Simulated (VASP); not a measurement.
Runs of VASP 6.6.1 on Cd. The structure is that of space group I4/mmm (No. 139), or close to it. The cells are those of the table. 

| cell | gap on the mesh (eV) | pressure (GPa) |
| --- | --- | --- |
| a = 3.318, b = 3.318, c = 3.188 Å, angles 61.3, 61.3, 57.4°, 1 atom | none | -2.3 |
| a = 3.040, b = 3.040, c = 3.264 Å, angles 57.5, 57.5, 65.0°, 1 atom | none | (b) |
| a = 3.023, b = 3.023, c = 3.618 Å, angles 53.2, 53.2, 73.5°, 1 atom | none | 5.3 |
| a = 3.065, b = 3.065, c = 3.181 Å, angles 58.7, 58.7, 62.5°, 1 atom | none | (a) |
| a = 3.376, b = 3.376, c = 3.107 Å, angles 62.6, 62.6, 54.8°, 1 atom | none | -1.5 |
| a = 3.023, b = 3.023, c = 3.349 Å, angles 56.4, 56.4, 67.3°, 1 atom | none | 5.3 |
| a = 3.207, b = 3.207, c = 3.443 Å, angles 57.5, 57.5, 65.0°, 1 atom | none | -2.1 |
| a = 3.189, b = 3.189, c = 3.817 Å, angles 53.2, 53.2, 73.5°, 1 atom | none | -1.7 |

Alike in all rows: task single point; level PBE; potentials or basis VASP PAW PBE potentials, release 64 (Cd); no spin polarisation; k mesh 18 × 18 × 18; cutoff (eV) 520; smearing gaussian 0.15 eV.

Question: Fill in the values left out.

Answer: (a) 4.8; (b) 5.0.

A k mesh can miss the band edges, and the runs leave out spin-orbit coupling on Cd.

A gap of «none» marks levels without a gap at the run's occupations.
